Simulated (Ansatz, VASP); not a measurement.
# MgO in VASP and in Ansatz

File INCAR:

```
AGGAC = 1.0 ; AGGAX = 1.0
ALDAC = 0.0 ; ALDAX = 1.0
ALGO = Normal ; EDIFF = 1E-6
EDIFFG = -0.01 ; ENCUT = 600
GGA = B5 ; IBRION = 2
ISIF = 3 ; ISMEAR = -1
LASPH = True ; LCHARG = False
LREAL = False ; LWAVE = False
NELM = 80 ; NSW = 80
PREC = Accurate ; SIGMA = 0.05
```

KPOINTS

```
k-points
0
Gamma
  11 11 11
```

POSCAR

```
MgO
1.0
    0.0000000000      2.0970013927      2.0970013927
    2.0970013927      0.0000000000      2.0970013927
    2.0970013927      2.0970013927      0.0000000000
Mg O
1 1
Direct
    0.0000000000      0.0000000000      0.0000000000
    0.5000000000      0.5000000000      0.5000000000
```

Contents of input.yaml:

```yaml
crystal:
  lattice:
    - [0.0, 2.0970013927, 2.0970013927]
    - [2.0970013927, 0.0, 2.0970013927]
    - [2.0970013927, 2.0970013927, 0.0]
  atoms:
    - { symbol: Mg, position: [0.0, 0.0, 0.0] }
    - { symbol: O, position: [0.5, 0.5, 0.5] }
kpoints:
  mp_grid: { grid: [11, 11, 11] }
scf:
  occupations: { method: fermi_dirac, width: 0.05 }
hamiltonian:
  xc: blyp
  pseudopotentials: { kind: all_electron, lapw: { basis_error: 0.001 } }
output:
  forces: true
  stress: true
relax:
  f_tol: 0.01
  max_steps: 60
  cell: {}
```

Alike in both runs: task relaxation of cell and atoms; functional BLYP; k mesh 11 × 11 × 11; occupations fermi-dirac, width 0.05 eV; no spin polarisation.

|  | VASP | Ansatz |
| --- | --- | --- |
| version | VASP 6.6.1 | Ansatz 0.2.0 |
| potentials or method | VASP PAW PBE potentials, release 64 (Mg, O), cutoff 600 eV | all-electron LAPW, scalar-relativistic |

|  | VASP | Ansatz | Ansatz less VASP |
| --- | --- | --- | --- |
| relaxed volume (Å³/atom) | 9.71 | 9.77 | +0.057 |
| relaxed cell length with the largest relative difference (Å) | 3.017 | 3.023 | +0.0059 |

VASP's potentials were made for PBE, not for BLYP. Ansatz ran all-electron here, and VASP with PAW potentials.
